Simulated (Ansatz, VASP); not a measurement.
# Ge: VASP beside Ansatz

```
Ge
1.0
     1.41234   -2.44573    0.00000
     1.41234    2.44573    0.00000
     0.00000    0.00000    2.66119
Ge
1
Direct
  0.50000 0.50000 0.00000
```

Alike in both runs: functional PBEsol; k mesh 12 × 12 × 11; occupations fermi-dirac, width 0.15 eV; no spin polarisation.

Ansatz relaxed the structure, and its values are those at the end. VASP's run is a single point on that final structure, the one shown.

|  | VASP | Ansatz |
| --- | --- | --- |
| version | VASP 6.6.1 | Ansatz 0.2.0 |
| potentials or method | VASP PAW PBE potentials, release 64 (Ge_d) | plane waves, PAW |
| plane-wave cutoff (eV) | 520 | 420 |
| valence electrons in the cell | 14 | 14 |

```csv
,VASP,Ansatz,Ansatz less VASP
gap on the k mesh at the Fermi level (eV),none,none,-
pressure (GPa),-0.1,0.0,+0.10
```

VASP's potentials were made for PBE, not for PBEsol. A gap of «none» marks a metal or a gap that the smearing closes.
